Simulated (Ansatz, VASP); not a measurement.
BaTiO3 in VASP and in Ansatz

```
Ba Ti O
1.0
     3.96320    0.00000    0.00000
     0.00000    2.85788    2.87420
     0.00000   -2.85788    2.87420
Ba Ti O
1 1 3
Direct
  0.00000 0.00496 0.00496
  0.50000 0.52057 0.52057
  0.50000 0.97676 0.49078
  0.50000 0.49078 0.97676
  0.00000 0.48683 0.48683
```

Alike in both runs: task single point; functional r2SCAN; k mesh 6 × 6 × 6; no spin polarisation.

|  | VASP | Ansatz |
| --- | --- | --- |
| version | VASP 6.6.1 | Ansatz 0.2.0 |
| potentials or method | VASP PAW PBE potentials, release 64 (Ba_sv, Ti_sv, O) | plane waves, PAW |
| plane-wave cutoff (eV) | 520 | 500 |
| occupations | gaussian, width 0.01 eV | fixed |
| valence electrons in the cell | 40 | 40 |

Ansatz gave:

```
gap on the k mesh at the Fermi level (eV)                     : 2.66
pressure (GPa)                                                : 0.0
traceless stress, the component that is largest in VASP (GPa) : 0.01
rms of the force components (eV/Å)                            : 0.001
```

Q: Which values does VASP return?

A: gap on the k mesh at the Fermi level (eV): 2.64; pressure (GPa): 1.9; traceless stress, the component that is largest in VASP (GPa): 0.10; rms of the force components (eV/Å): 0.064.

VASP's potentials were made for PBE, not for r2SCAN. Atom by atom the forces differ by 0.064 eV/Å (rms over components).

Neither program's run includes spin-orbit coupling.
